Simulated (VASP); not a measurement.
BP:

```
P B
1.0
     0.00000    2.26900    2.26900
     2.26900    0.00000    2.26900
     2.26900    2.26900    0.00000
P B
1 1
Direct
  0.75000 0.75000 0.75000
  0.00000 0.00000 0.00000
```

* Program: VASP 6.6.1
* Task: relaxation of cell and atoms
* Functional: PBE
* Dispersion: D3(BJ)
* Potentials or basis: VASP PAW PBE potentials, release 64 (P, B)
* Cutoff: 600 eV
* k mesh: 10 × 10 × 10
* Occupations: fermi-dirac, width 0.05 eV
* Spin: no spin polarisation

At the start: pressure -3.5 GPa; volume 11.68 Å³/atom.

Task: Where does the relaxation end?

Result: Over 3 steps the energy falls by 2.8 meV/atom and the volume is 11.43 Å³/atom (-2.1 %); space group F-43m (No. 216, to 0.05 Å).

Step by step:
```csv
step,energy change (eV),largest force (eV/Å),pressure (GPa),volume (Å³)
1,0.0000,0.0000,-3.55,23.36
2,-0.0025,0.0000,2.81,22.50
3,-0.0057,0.0000,0.00,22.86
```

Final structure:
```cif
data_structure
_symmetry_space_group_name_H-M 'P 1'
_symmetry_Int_Tables_number 1
_cell_length_a 3.1857
_cell_length_b 3.1857
_cell_length_c 3.1857
_cell_angle_alpha 60.000
_cell_angle_beta 60.000
_cell_angle_gamma 60.000
_cell_volume 22.86
loop_
_atom_site_label
_atom_site_type_symbol
_atom_site_fract_x
_atom_site_fract_y
_atom_site_fract_z
_atom_site_occupancy
P1 P 0.75000 0.75000 0.75000 1
B1 B 0.00000 0.00000 0.00000 1
```
